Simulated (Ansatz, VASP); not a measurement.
**One calculation of P, two programs**

```xyz
8
Lattice="0.0000 4.3140 4.3140 4.3140 0.0000 4.3140 4.3140 4.3140 0.0000" Properties=species:S:1:pos:R:3 pbc="T T T"
P     7.4695    7.4695    7.4695
P     5.4724    5.4724    7.4695
P     5.4724    7.4695    5.4724
P     7.4695    5.4724    5.4724
P     3.1555    3.1555    1.1584
P     1.1584    1.1584    1.1584
P     3.1555    1.1584    3.1555
P     1.1584    3.1555    3.1555
```

Alike in both runs: functional PBE; k mesh 8 × 8 × 8; occupations gaussian, width 0.1 eV; no spin polarisation.

Ansatz relaxed the structure, and its values are those at the end. VASP's run is a single point on that final structure, the one shown.

```csv
,VASP,Ansatz
version,VASP 6.6.1,Ansatz 0.2.0
potentials or method,"VASP PAW PBE potentials, release 64 (P), cutoff 520 eV","scalar-relativistic, plane waves, PAW"
valence electrons in the cell,40,40
```

|  | VASP | Ansatz | Ansatz less VASP |
| --- | --- | --- | --- |
| gap on the k mesh at the Fermi level (eV) | none | none | - |
| pressure (GPa) | -0.2 | 0.0 | +0.20 |
| rms of the force components (eV/Å) | 0.037 | 0.001 | -0.0355 |

A gap of «none» marks a metal or a gap that the smearing closes.
